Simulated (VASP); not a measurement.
Wanted: the native input for a VASP 6.6.1 run.

```
Task                   : single point
Functional             : PBE
Potentials or basis    : VASP PAW PBE potentials, release 64 (Al, B, O)
Cutoff                 : 520 eV
k mesh                 : 16 × 16 × 12
Occupations            : gaussian, width 0.1 eV
Spin                   : no spin polarisation
Dipole correction      : no
Further INCAR settings : ALGO = Normal; EDIFF = 1e-06; NBANDS = 17
```

The structure of AlBO2 lies in POSCAR:

```
AlBO2
1.0
    3.0623374830      0.0000000000      0.0000000000
    0.0000000000      3.0623374830      0.0000000000
    0.0000000000      0.0000000000      3.8985984418
Al B O
1 1 2
Direct
    0.5000000000      0.5000000000      0.5000000000
    0.0000000000      0.0000000000      0.0000000000
    0.0000000000      0.0000000000      0.5000000000
    0.5000000000      0.5000000000      0.0000000000
```

One way to write it, as run:

INCAR

```
SYSTEM = AlBO2
PREC = Accurate ; ENCUT = 520
EDIFF = 1E-6 ; ISMEAR = 0
SIGMA = 0.1 ; LREAL = .FALSE.
LASPH = .TRUE. ; NELM = 100
ALGO = Normal ; ISIF = 2
LWAVE = .FALSE. ; LCHARG = .FALSE.
GGA = PE ; NBANDS = 17
```

KPOINTS

```
regular mesh
0
G
  16 16 12
  0 0 0
```

Potentials or basis: VASP PAW PBE potentials, release 64 (Al, B, O).

Launch:

```bash
$ cat potpaw_PBE.64/Al/POTCAR potpaw_PBE.64/B/POTCAR potpaw_PBE.64/O/POTCAR > POTCAR
$ mpirun -np 1 vasp_std > vasp.out
```

It gave:

| Item | Value |
| --- | --- |
| Pressure | -0.1 GPa |
| Band gap on the k mesh | zero (bands 9 and 10 overlap by 2.65 eV) |

It took 67 s on 1 thread of AMD EPYC 9R45 96-Core Processor (Zen 5), with other jobs on the host, peak memory 0.26 GiB.
